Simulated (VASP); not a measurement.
A run of VASP 6.6.1 is set up as follows.

The input INCAR:

```
SYSTEM = BeS
ALGO = Normal
EDIFF = 1E-6
ENCUT = 520
GGA = PS
ISIF = 2
ISMEAR = 0
LASPH = .TRUE.
LCHARG = .FALSE.
LREAL = .FALSE.
LWAVE = .FALSE.
NBANDS = 11
NELM = 80
PREC = Accurate
SIGMA = 0.01
```

Contents of KPOINTS:

```
k-points
0
G
  8 8 8
  0 0 0
```

File POSCAR:

```
BeS
1.0
    2.4310593666      2.4310593666      0.0000000000
   -2.4310593666      2.4310593666      0.0000000000
    0.0000000000      2.4310593666      2.4091502228
Be S
1 1
Direct
    0.0000000000      0.0000000000      0.0000000000
    0.7500000000      0.2500000000      0.5000000000
```

Potentials or basis: VASP PAW PBE potentials, release 64 (Be, S).

Command:

```bash
$ cat potpaw_PBE.64/Be/POTCAR potpaw_PBE.64/S/POTCAR > POTCAR
$ mpirun -np 1 vasp_std > vasp.out
```

**Question.** What does it give for the pressure?

**Answer.** -0.4 GPa.

**Question.** Estimate the band gap on the k mesh.

**Answer.** 2.85 eV, indirect (least direct gap 5.57 eV).

Stress tensor (GPa, compression positive):
```
-0.69  0.00  0.00
 0.00 -0.69  0.00
 0.00  0.00  0.15
```

Caveat: the cell differs from its parent crystal (film at in-plane strain +0.005); the PAW data sets were made with another functional, which shifts forces and pressure a little. A k mesh can miss the band edges.
